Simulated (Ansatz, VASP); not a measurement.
## One calculation of TiN, two programs

```
Ti N
1.0
     0.00000    2.12342    2.12342
     2.12342    0.00000    2.12342
     2.12342    2.12342    0.00000
Ti N
1 1
Direct
  0.00000 0.00000 0.00000
  0.50000 0.50000 0.50000
```

Alike in both runs: task single point; functional PBE; k mesh 26 × 26 × 26; occupations gaussian, width 0.15 eV; no spin polarisation.

```csv
,VASP,Ansatz
version,VASP 6.6.1,Ansatz 0.2.0
potentials or method,"VASP PAW PBE potentials, release 64 (Ti_sv, N), cutoff 600 eV","scalar-relativistic, plane waves, PAW"
valence electrons in the cell,17,17
```

```csv
,VASP,Ansatz,Ansatz less VASP
gap on the k mesh at the Fermi level (eV),none,none,-
pressure (GPa),0.4,0.0,-0.34
```

A gap of «none» marks a metal or a gap that the smearing closes.
